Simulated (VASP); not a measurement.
# Co (P6_3/mmc) in VASP: single point with PBEsol

Aim: the single point of Co with PBEsol.

Everything below comes from runs of VASP 6.6.1. Logs are shortened: lines on timing, memory, paths and dates and some standing lists are left out, and cuts for length are marked.

### 1 The cell of the first run

Symmetry: P6_3/mmc, No. 194, hexagonal system. Conventional cell: a = 2.456 Å, b = 2.456 Å, c = 3.972 Å, α = 90.00°, β = 90.00°, γ = 120.00°. Co (site symmetry -6m2) has 12 Co at 2.44 to 2.46 Å within 3.2 Å.

### 2 Single point, PBEsol, collinear spin, ferromagnetic start

File INCAR:

```
SYSTEM = Co
  PREC = Accurate
  ENCUT = 600
  EDIFF = 1E-6
  ISMEAR = -1
  SIGMA = 0.1
  LREAL = .FALSE.
  LASPH = .TRUE.
  NELM = 200
  ALGO = Normal
  ISIF = 2
  LWAVE = .FALSE.
  LCHARG = .FALSE.
  ISPIN = 2
  MAGMOM = 1.7 1.7
  LORBIT = 11
  LMAXMIX = 4
  GGA = PS
  NBANDS = 20
  GGA_COMPAT = .FALSE.
```

File KPOINTS:

```
regular mesh
0
G
  20 20 11
  0 0 0
```

File POSCAR:

```
Co
1.0
    2.4563951624      0.0000000000      0.0000000000
   -1.2281975812      2.1273006124      0.0000000000
    0.0000000000      0.0000000000      3.9720894594
Co
2
Direct
    0.3333333333      0.6666666667      0.2500000000
    0.6666666667      0.3333333333      0.7500000000
```

Potentials or basis: VASP PAW PBE potentials, release 64 (Co).

Launch:

```sh
$ cat potpaw_PBE.64/Co/POTCAR > POTCAR
$ mpirun -np 1 vasp_std > vasp.out
```

OUTCAR:

```text
SYSTEM = Co
   PREC = Accurate
   ENCUT = 600
   EDIFF = 1E-6
   ISMEAR = -1
   LREAL = .FALSE.
   LASPH = .TRUE.
   NELM = 200
   ISIF = 2
   ISPIN = 2
   LORBIT = 11
   GGA = PS

 ion  position               nearest neighbor table
   1  0.333  0.667  0.250-   2 2.44   2 2.44   2 2.44   2 2.44   2 2.44   2 2.44
   2  0.667  0.333  0.750-   1 2.44   1 2.44   1 2.44   1 2.44   1 2.44   1 2.44

  LATTYP: Found a hexagonal cell.
 ALAT       =     2.4563951624
 C/A-ratio  =     1.6170400920

  Lattice vectors:

 A1 = (   2.4563951624,   0.0000000000,   0.0000000000)
 A2 = (  -1.2281975812,   2.1273006124,   0.0000000000)
 A3 = (   0.0000000000,   0.0000000000,   3.9720894594)

Analysis of symmetry for initial positions (statically):
=====================================================================
 Subroutine PRICEL returns:
 Original cell was already a primitive cell.

 Routine SETGRP: Setting up the symmetry group for a
 hexagonal supercell.

 Subroutine GETGRP returns: Found 24 space group operations
 (whereof 12 operations were pure point group operations)
 out of a pool of 24 trial point group operations.

The static configuration has the point symmetry D_3d.
 The point group associated with its full space group is D_6h.

Analysis of symmetry for dynamics (positions and initial velocities):
=====================================================================
 Subroutine PRICEL returns:
 Original cell was already a primitive cell.

 Routine SETGRP: Setting up the symmetry group for a
 hexagonal supercell.

 Subroutine GETGRP returns: Found 24 space group operations
 (whereof 12 operations were pure point group operations)
 out of a pool of 24 trial point group operations.

The dynamic configuration has the point symmetry D_3d.
 The point group associated with its full space group is D_6h.

Analysis of structural, dynamic, and magnetic symmetry:
=====================================================================
 Subroutine PRICEL returns:
 Original cell was already a primitive cell.

 Routine SETGRP: Setting up the symmetry group for a
 hexagonal supercell.

 Subroutine GETGRP returns: Found 24 space group operations
 (whereof 12 operations were pure point group operations)
 out of a pool of 24 trial point group operations.

The overall configuration has the point symmetry D_3d.
 The point group associated with its full space group is D_6h.

 Subroutine INISYM returns: Found 24 space group operations
 (whereof 12 operations are pure point group operations),
 and found     1 'primitive' translations

----------------------------------------------------------------------------------------

                                     Primitive cell

  volume of cell :      20.7561

  direct lattice vectors                    reciprocal lattice vectors
     2.456395162  0.000000000  0.000000000     0.407100623  0.235039654  0.000000000
    -1.228197581  2.127300612  0.000000000     0.000000000  0.470079308  0.000000000
     0.000000000  0.000000000  3.972089459     0.000000000  0.000000000  0.251756666

  length of vectors
     2.456395162  2.456395162  3.972089459     0.470079308  0.470079308  0.251756666

  position of ions in fractional coordinates (direct lattice)
     0.333333333  0.666666667  0.250000000
     0.666666667  0.333333333  0.750000000

  ion indices of the primitive-cell ions
   primitive index   ion index
                 1           1
                 2           2

----------------------------------------------------------------------------------------

 KPOINTS: regular mesh

Automatic generation of k-mesh.
 Grid dimensions read from file:
 generate k-points for:   20   20   11

 Generating k-lattice:

  Cartesian coordinates                     Fractional coordinates (reciprocal lattice)
     0.020355031  0.011751983  0.000000000     0.050000000  0.000000000  0.000000000
     0.000000000  0.023503965  0.000000000     0.000000000  0.050000000  0.000000000
     0.000000000  0.000000000  0.022886970     0.000000000  0.000000000  0.090909091

  Length of vectors
     0.023503965  0.023503965  0.022886970

  Shift w.r.t. Gamma in fractional coordinates (k-lattice)
     0.000000000  0.000000000  0.000000000

 Subroutine IBZKPT returns following result:
 ===========================================

 Found    264 irreducible k-points:

 Following reciprocal coordinates:
            Coordinates               Weight
  0.000000  0.000000  0.000000      1.000000
  0.050000 -0.000000  0.000000      6.000000
  0.100000 -0.000000  0.000000      6.000000
  0.150000  0.000000  0.000000      6.000000
  0.200000 -0.000000  0.000000      6.000000
  0.250000 -0.000000  0.000000      6.000000
[... 16 lines left out ...]
  0.200000  0.100000  0.000000     12.000000
  0.250000  0.100000  0.000000     12.000000
 [... further k-points ...]
   k-points           NKPTS =    264   k-points in BZ     NKDIM =    264   number of bands    NBANDS=     20
   number of dos      NEDOS =    301   number of ions     NIONS =      2
   total plane-waves  NPLWV =  12800
   dimension x,y,z NGX =    20 NGY =   20 NGZ =   32
   dimension x,y,z NGXF=    40 NGYF=   40 NGZF=   64
   ions per type =               2
   NGX,Y,Z   is equivalent  to a cutoff of  13.54, 13.54, 13.39 a.u.
   NGXF,Y,Z  is equivalent  to a cutoff of  27.07, 27.07, 26.79 a.u.
 SYSTEM =  Co
   PREC   = accura    normal or accurate (medium, high low for compatibility)
   ISTART =      0    job   : 0-new  1-cont  2-samecut
   ICHARG =      2    charge: 1-file 2-atom 10-const
   ISPIN  =      2    spin polarized calculation?
   LNONCOLLINEAR =      F non collinear calculations
   LSORBIT =      F    spin-orbit coupling
   LASPH  =      T    aspherical Exc in radial PAW
   ENCUT  =  600.0 eV  44.10 Ry    6.64 a.u.   4.91  4.91  7.93*2*pi/ulx,y,z
   NELM   =    200;   NELMIN=  2; NELMDL= -5     # of ELM steps
   EDIFF  = 0.1E-05   stopping-criterion for ELM
   LREAL  =      F    real-space projection
   EDIFFG = 0.1E-04   stopping-criterion for IOM
   NSW    =      0    number of steps for IOM
   IBRION =     -1    ionic relax: 0-MD 1-quasi-New 2-CG
   NFREE  =      0    steps in history (QN), initial steepest desc. (CG)
   ISIF   =      2    stress and relaxation
   ISYM   =      2    0-nonsym 1-usesym 2-fastsym
   POTIM  = 0.5000    time-step for ionic-motion
   TEBEG  =    0.0;   TEEND  =   0.0 temperature during run
   PSTRESS=    0.0 pullay stress
   NELECT =      18.0000    total number of electrons
   NUPDOWN=      -1.0000    fix difference up-down
   EMIN   =  10.00;   EMAX   =-10.00  energy-range for DOS
   EFERMI =   0.00;   METHOD = LEGACY
   ISMEAR =    -1;   SIGMA  =   0.10  broadening in eV -4-tet -1-fermi 0-gaus
   EFERMI_NEDOS =   21; number of points for ismear=-14 and -15
   IALGO  =     38    algorithm
   IMIX   =      4    mixing-type and parameters
     AMIX     =   0.40;   BMIX     =  1.00
     AMIX_MAG =   1.60;   BMIX_MAG =  1.00
  volume/ion in A,a.u.               =      10.38        70.03
  Fermi-wavevector in a.u.,A,eV,Ry     =   1.561170  2.950184 33.160838  2.437253
  Thomas-Fermi vector in A             =   2.664275
   LORBIT       =     11    0 simple, 1 ext, 2 COOP (PROOUT), +10 PAW based schemes
   GGA     = PS    functional components
   LHFCALC =     F    Hartree Fock is set to
   AEXX    =    0.0000 exact exchange contribution
   IVDW    =     0    specifies the selected vdW correction
   LEPSILON=     F    determine dielectric tensor
   LRPA    =     F    only Hartree local field effects (RPA)
 spin polarized calculation
  energy-cutoff  :      600.00
  volume of cell :       20.76
 maximum number of plane-waves:       707
 NGX is ok and might be reduce to    20
   NGX =  9   NGY =  9   NGZ = 15

 number of electron      18.0000000 magnetization       3.1279117

 Free energy of the ion-electron system (eV)
  ---------------------------------------------------
  ext. energy  EPLUGINS =         0.00000000
  ---------------------------------------------------
  free energy    TOTEN  =       -15.50162573 eV

  energy without entropy =      -15.44228516  energy(sigma->0) =      -15.47195545

 E-fermi :  10.7070     XC(G=0): -13.8437

 val. band max:       10.7033584594   @ k =   0.0500  -0.0000   0.1818
 cond. band min:      10.7113403314   @ k =   0.3500   0.0000   0.4545
 fundamental gap:      0.0079818719
 Fermi energy:        10.7070156041

 spin component 1

 k-point     1 :       0.0000    0.0000    0.0000
  band No.  band energies     occupation
      1       1.4745      1.00000
      2       5.3584      1.00000
      3       8.0648      1.00000
      4       8.0885      1.00000
      5       8.0885      1.00000
      6       8.4275      1.00000
[... 12 lines left out ...]
     19      37.3241      0.00000
     20      37.3241      0.00000
[... 507 lines left out ...]
 k-point    24 :       0.2500    0.1000    0.0000
  band No.  band energies     occupation
      1       4.5040      1.00000
      2       6.3263      1.00000
      3       6.6834      1.00000
      4       7.1803      1.00000
      5       8.0052      1.00000
      6       8.1655      1.00000
[... 12 lines left out ...]
     19      35.7192      0.00000
     20      36.7727      0.00000

 [... further k-points ...]

 spin component 2

 k-point     1 :       0.0000    0.0000    0.0000
  band No.  band energies     occupation
      1       1.5428      1.00000
      2       6.2885      1.00000
      3       9.6343      0.99998
      4       9.6586      0.99997
      5       9.6586      0.99997
      6      10.0503      0.99860
[... 12 lines left out ...]
     19      37.6719      0.00000
     20      37.6719      0.00000
[... 507 lines left out ...]
 k-point    24 :       0.2500    0.1000    0.0000
  band No.  band energies     occupation
      1       4.6861      1.00000
      2       7.5251      1.00000
      3       7.8155      1.00000
      4       8.4056      1.00000
      5       9.5525      0.99999
      6       9.6434      0.99998
[... 12 lines left out ...]
     19      36.0612      0.00000
     20      37.1842      0.00000

 [... further k-points ...]

------------------------ aborting loop because EDIFF is reached ----------------------------------------

  FORCE on cell =-STRESS in cart. coord.  units (eV):
  Direction    XX          YY          ZZ          XY          YZ          ZX
  --------------------------------------------------------------------------------------
  -------------------------------------------------------------------------------------
  Total       -0.1274921     -0.1274921     -0.1432477      0.0000000      0.0000000      0.0000000
  in kB       -9.8411913     -9.8411913    -11.0573794      0.0000000      0.0000000      0.0000000
  external PRESSURE =     -10.2465873 kB  Pullay stress =       0.0000000 kB

 VOLUME and BASIS-vectors are now :
 -----------------------------------------------------------------------------
  energy-cutoff  :      600.00
  volume of cell :       20.76
      direct lattice vectors                 reciprocal lattice vectors
     2.456395162  0.000000000  0.000000000     0.407100623  0.235039654  0.000000000
    -1.228197581  2.127300612  0.000000000     0.000000000  0.470079308  0.000000000
     0.000000000  0.000000000  3.972089459     0.000000000  0.000000000  0.251756666

 POSITION                                       TOTAL-FORCE (eV/Angst)
 -----------------------------------------------------------------------------------
     -0.00000      1.41820      0.99302         0.000000     -0.000000      0.000000
      1.22820      0.70910      2.97907        -0.000000      0.000000      0.000000
 -----------------------------------------------------------------------------------
    total drift:                               -0.000000      0.000000     -0.000000

  FREE ENERGIE OF THE ION-ELECTRON SYSTEM (eV)
  ---------------------------------------------------
  free  energy   TOTEN  =       -15.5016257319 eV

  energy  without entropy=      -15.4422851581  energy(sigma->0) =      -15.47195545

 total charge

# of ion       s       p       d       tot
------------------------------------------
    1        0.508   0.564   7.290   8.362
    2        0.508   0.564   7.290   8.362
--------------------------------------------------
tot          1.016   1.128  14.580  16.724

 magnetization (x)

# of ion       s       p       d       tot
------------------------------------------
    1       -0.015  -0.051   1.637   1.571
    2       -0.015  -0.051   1.637   1.571
--------------------------------------------------
tot         -0.030  -0.102   3.274   3.142
```

Wall time 5.2 min (1 thread of Oxide Virtual Turin-like, shared host); peak memory 0.25 GiB.

Results:

```
Free energy                                           : -15.5016 eV
Pressure                                              : -1.0 GPa
Net moment                                            : 3.13 μB per cell
Site moments                                          : Co +1.57 μB
Valence electrons inside the program's atomic spheres : Co 8.36
```

Stress tensor (GPa, compression positive):
```
-0.98  0.00  0.00
 0.00 -0.98  0.00
 0.00  0.00 -1.11
```

Levels at points of the mesh, in eV from the Fermi level:
Spin up:
| k point | band 9 | band 10 | band 11 | band 12 | band 13 | band 14 |
| --- | --- | --- | --- | --- | --- | --- |
| (0.00, 0.00, 0.00) | -1.90 | -0.72 | -0.72 | -0.16 | 6.75 | 22.30 |
| (0.50, 0.00, 0.00) | -0.47 | -0.41 | 1.44 | 3.54 | 10.00 | 10.71 |
Spin down:
```tsv
k point	band 4	band 5	band 6	band 7	band 8	band 9	band 10	band 11
(0.00, 0.00, 0.00)	-1.05	-1.05	-0.66	-0.66	-0.21	-0.21	-0.13	1.09
(0.50, 0.00, 0.00)	-1.93	-1.22	-1.11	-0.68	1.23	1.37	1.41	2.67
```

Caveat: the PAW data sets were made with another functional, which shifts forces and pressure a little.
